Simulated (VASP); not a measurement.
# TiAl: single point with r2SCAN

Crystal: TiAl.

```
Ti Al
1.0
     2.72555    0.00000    0.00000
     0.00000    2.72555    0.00000
     0.00000    0.00000    4.13895
Ti Al
1 1
Direct
  0.50000 0.50000 0.50000
  0.00000 0.00000 0.00000
```

This cell differs from its parent crystal: biaxial strain in the a-b plane: -3.0 %.

| Property | Result |
| --- | --- |
| Program | VASP 6.6.1 |
| Task | single point |
| Functional | r2SCAN |
| Potentials or basis | VASP PAW PBE potentials, release 64 (Ti_sv, Al) |
| Cutoff | 520 eV |
| k mesh | 18 × 18 × 14 |
| Occupations | gaussian, width 0.1 eV |
| Spin | no spin polarisation |

```yaml
Pressure: 5.9 GPa
```

Stress tensor (GPa, compression positive):
```
7.73 0.00 0.00
0.00 7.73 0.00
0.00 0.00 2.27
```

Levels at points of the mesh, in eV from the Fermi level:
| k point | band 4 | band 5 | band 6 | band 7 | band 8 | band 9 | band 10 | band 11 | band 12 | band 13 |
| --- | --- | --- | --- | --- | --- | --- | --- | --- | --- | --- |
| (0.00, 0.00, 0.00) | -33.62 | -9.90 | -2.22 | -1.04 | -1.03 | 2.65 | 2.65 | 4.12 | 6.35 | 9.80 |
| (0.50, 0.00, 0.00) | -33.57 | -4.99 | -4.69 | -2.09 | -0.31 | 2.31 | 3.07 | 4.91 | 4.97 | 5.49 |
| (0.50, 0.50, 0.00) | -34.04 | -3.28 | -0.34 | -0.34 | -0.32 | -0.27 | -0.27 | 4.88 | 6.05 | 6.44 |
| (0.00, 0.00, 0.50) | -33.62 | -8.48 | -5.82 | -0.90 | 0.45 | 2.36 | 2.36 | 4.13 | 8.65 | 9.21 |
| (0.50, 0.00, 0.50) | -33.56 | -5.24 | -3.49 | -1.30 | -1.22 | 1.41 | 2.35 | 2.88 | 4.09 | 6.54 |
| (0.50, 0.50, 0.50) | -34.05 | -2.74 | -2.35 | -2.35 | 2.47 | 2.65 | 2.66 | 4.71 | 4.71 | 4.88 |

Wall time 9.4 min on 1 thread of AMD EPYC 7R43 64-Core Processor (Zen 3) (shared host), peak memory 0.27 GiB.

Caveat: the cell differs from its parent crystal (biaxial strain in the a-b plane: -3.0 %); the PAW data sets were made with another functional, which shifts forces and pressure a little.
